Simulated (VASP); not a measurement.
SnO (Romarchite), 4 atoms in the cell. Symmetry: P4/nmm, No. 129, tetragonal system. The conventional cell has a = 3.849 Å, b = 3.849 Å, c = 4.905 Å, α = 90.00°, β = 90.00°, γ = 90.00°. Sn (site symmetry 4mm) has 4 O at 2.25 Å within 3.0 Å. Within 3.0 Å of O (site symmetry -4m2) lie 4 Sn at 2.25 Å and 4 O at 2.72 Å. 

```yaml
Program: VASP 6.6.1
Task: single point
Functional: PBE
Potentials_or_basis: VASP PAW PBE potentials, release 64 (Sn_d, O)
Cutoff: 520 eV
k_mesh: 6 × 6 × 4
Occupations: gaussian, width 0.01 eV
Spin: no spin polarisation
Dipole_correction: no
Further_INCAR_settings: ALGO = Normal; EDIFF = 1e-07; NBANDS = 28
```

Potentials or basis: VASP PAW PBE potentials, release 64 (Sn_d, O).

Command:

```sh
$ cat potpaw_PBE.64/Sn_d/POTCAR potpaw_PBE.64/O/POTCAR > POTCAR
$ mpirun -np 1 vasp_std > vasp.out
```

Hardware: 1 thread of Intel Xeon 8259CL (shared host).

Question: Estimate the wall time of this run.

Answer: It took 81 s on 1 thread of Intel Xeon 8259CL (shared host), peak memory 0.2 GiB. Counts: scf iterations 15, k points 30.
